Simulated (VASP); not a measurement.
Here is a VASP 6.6.1 calculation.

File INCAR:

```
PREC = Accurate
ENCUT = 520
EDIFF = 1E-6
ISMEAR = -1
SIGMA = 0.05
LREAL = F
LASPH = T
NELM = 60
ALGO = Normal
ISIF = 2
LWAVE = F
LCHARG = F
GGA = PS
NBANDS = 16
```

KPOINTS

```
regular mesh
0
Gamma
  11 11 10
```

File POSCAR:

```
WC
1.0
    3.0003221556      0.0000000000      0.0000000000
   -1.5001610778      2.5983522786      0.0000000000
    0.0000000000      0.0000000000      2.9281657755
W C
1 1
Direct
    0.0000000000      0.0000000000      0.0000000000
    0.6666666667      0.3333333333      0.5000000000
```

Potentials or basis: VASP PAW PBE potentials, release 64 (W_sv, C).

Command:

```console
$ cat potpaw_PBE.64/W_sv/POTCAR potpaw_PBE.64/C/POTCAR > POTCAR
$ mpirun -np 1 vasp_std > vasp.out
```

**Question.** What does it give for the pressure?

**Answer.** -33.4 GPa.

**Question.** What does it give for the band gap on the k mesh?

**Answer.** Zero (band 9 reaches 10.26 eV, above the bottom of band 10 at 9.12 eV).

Stress tensor (GPa, compression positive):
```
-31.50   0.00   0.00
  0.00 -31.50   0.00
  0.00   0.00 -37.11
```

Caveat: the PAW data sets were made with another functional, which shifts forces and pressure a little; spin-orbit coupling is left out, which moves the levels of the heavy elements.
